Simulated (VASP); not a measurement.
Input of a VASP 6.6.1 run:

Contents of INCAR:

```
ALGO = Normal
EDIFF = 1E-6
ENCUT = 500
GGA = PE
GGA_COMPAT = False
ISIF = 2
ISMEAR = 0
LASPH = True
LCHARG = False
LREAL = False
LWAVE = False
NBANDS = 18
NELM = 120
PREC = Accurate
SIGMA = 0.05
```

File KPOINTS:

```
k-points
0
Gamma
  8 8 8
```

Contents of POSCAR:

```
ZnAu
1.0
    3.1885529614      0.0000000000      0.0000000000
    0.0000000000      3.1885529614      0.0000000000
    0.0000000000      0.0000000000      3.1885529614
Zn Au
1 1
Direct
    0.5000000000      0.5000000000      0.5000000000
    0.0000000000      0.0000000000      0.0000000000
```

Potentials or basis: VASP PAW PBE potentials, release 64 (Zn, Au).

Launch:

```sh
$ cat potpaw_PBE.64/Zn/POTCAR potpaw_PBE.64/Au/POTCAR > POTCAR
$ mpirun -np 1 vasp_std > vasp.out
```

Task: What does it give for the pressure?

Result: 0.0 GPa.
